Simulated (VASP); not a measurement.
Runs of VASP 6.6.1 on Ir2O. The structure is that of space group P6/mmm (No. 191), or close to it. The cells are those of the table. The cell was generated, and may not be a known phase.

```csv
task,spin,cell,k mesh,cutoff (eV),gap on the mesh (eV),pressure (GPa),moment (μB),relaxed volume (Å³/atom)
single point,collinear,"a = 4.225, b = 4.225, c = 2.654 Å, angles 90.0, 90.0, 120.0°, 3 atoms",6 × 6 × 6,520,none,0.1,0.00,-
relaxation of cell and atoms,off,"relaxed from a = 4.225, b = 4.225, c = 2.654 Å, angles 90.0, 90.0, 120.0°, 3 atoms",12 × 12 × 18,600,none,0.0,-,(a)
single point,off,"a = 4.234, b = 4.234, c = 2.632 Å, angles 90.0, 90.0, 120.0°, 3 atoms",12 × 12 × 18,520,none,0.0,-,-
single point,collinear,"a = 3.541, b = 3.541, c = 3.620 Å, angles 90.0, 90.0, 120.0°, 3 atoms",6 × 6 × 6,520,none,105.8,0.00,-
relaxation of cell and atoms,collinear,"relaxed from a = 3.541, b = 3.541, c = 3.620 Å, angles 90.0, 90.0, 120.0°, 3 atoms",6 × 6 × 6,600,none,0.1,0.00,13.66
```

Alike in all rows: level PBE; potentials or basis VASP PAW PBE potentials, release 64 (Ir, O); smearing gaussian 0.1 eV.

Task: Estimate the missing entries.

Result: (a) 13.62.

Caveats: some runs use coarse meshes; spin-orbit coupling is left out, which moves the levels of the heavy elements; the stress differs along the axes, from -5 to 161 GPa (at least some runs); a cell axis changed by over 15 % at a fixed basis, so the end point is rough (at least some runs).

A k mesh can miss the band edges, and the runs leave out spin-orbit coupling on Ir.

A gap of «none» marks levels without a gap at the run's occupations.
